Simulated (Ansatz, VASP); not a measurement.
## SiC in VASP and in Ansatz

The input INCAR:

```
ALGO = Normal
DIPOL = 0.5 0.5 0.500
EDIFF = 1E-6
ENCUT = 520
GGA = PE
IDIPOL = 3
ISIF = 2
ISMEAR = 0
LASPH = T
LCHARG = F
LDIPOL = T
LREAL = F
LWAVE = F
NBANDS = 36
NELM = 60
PREC = Accurate
SIGMA = 0.05
```

The input KPOINTS:

```
k-points
0
Gamma
  13 13 1
```

File POSCAR:

```
SiC
1.0
    3.0917664104      0.0000000000      0.0000000000
   -1.5458832052      2.6775482539      0.0000000000
    0.0000000000      0.0000000000     28.3148762731
C Si
6 6
Direct
    0.3333333333      0.6666666667      0.2648784310
    0.6666666667      0.3333333333      0.3544783487
    0.3333333333      0.6666666667      0.4440782665
    0.6666666667      0.3333333333      0.5336781842
    0.3333333333      0.6666666667      0.6232781020
    0.6666666667      0.3333333333      0.7128780198
    0.6666666667      0.3333333333      0.2871219802
    0.3333333333      0.6666666667      0.3767218980
    0.6666666667      0.3333333333      0.4663218158
    0.3333333333      0.6666666667      0.5559217335
    0.6666666667      0.3333333333      0.6455216513
    0.3333333333      0.6666666667      0.7351215690
```

Input for Ansatz:

```yaml
crystal:
  lattice:
    - [3.0917664104, 0.0, 0.0]
    - [-1.5458832052, 2.6775482539, 0.0]
    - [0.0, 0.0, 28.3148762731]
  atoms:
    - { symbol: C, position: [0.3333333333, 0.6666666667, 0.264878431] }
    - { symbol: Si, position: [0.6666666667, 0.3333333333, 0.2871219802] }
    - { symbol: C, position: [0.6666666667, 0.3333333333, 0.3544783487] }
    - { symbol: Si, position: [0.3333333333, 0.6666666667, 0.376721898] }
    - { symbol: C, position: [0.3333333333, 0.6666666667, 0.4440782665] }
    - { symbol: Si, position: [0.6666666667, 0.3333333333, 0.4663218158] }
    - { symbol: C, position: [0.6666666667, 0.3333333333, 0.5336781842] }
    - { symbol: Si, position: [0.3333333333, 0.6666666667, 0.5559217335] }
    - { symbol: C, position: [0.3333333333, 0.6666666667, 0.623278102] }
    - { symbol: Si, position: [0.6666666667, 0.3333333333, 0.6455216513] }
    - { symbol: C, position: [0.6666666667, 0.3333333333, 0.7128780198] }
    - { symbol: Si, position: [0.3333333333, 0.6666666667, 0.735121569] }
basis:
  ecutwfc: 420
kpoints:
  mp_grid: { grid: [13, 13, 1] }
hamiltonian:
  xc: pbe
scf:
  occupations: { method: gaussian, width: 0.05 }
output:
  forces: true
  stress: true
  eigenvalues: true
efield:
  axis: 3
  dipole_correction: true
  ramp_width: 0.04
```

Alike in both runs: task single point; functional PBE; k mesh 13 × 13 × 1; occupations gaussian, width 0.05 eV; no spin polarisation.

|  | VASP | Ansatz |
| --- | --- | --- |
| version | VASP 6.6.1 | Ansatz 0.2.0 |
| potentials or method | VASP PAW PBE potentials, release 64 (C, Si), cutoff 520 eV | scalar-relativistic, plane waves, PAW |
| valence electrons in the cell | 48 | 48 |

Ansatz gave:

```
gap on the k mesh at the Fermi level (eV) : none
rms of the force components (eV/Å)        : 0.612
```

Task: Which values does VASP return?

Result: gap on the k mesh at the Fermi level (eV): none; rms of the force components (eV/Å): 0.611.

A gap of «none» marks a metal or a gap that the smearing closes. Ansatz's warnings: vacuum below fermi.
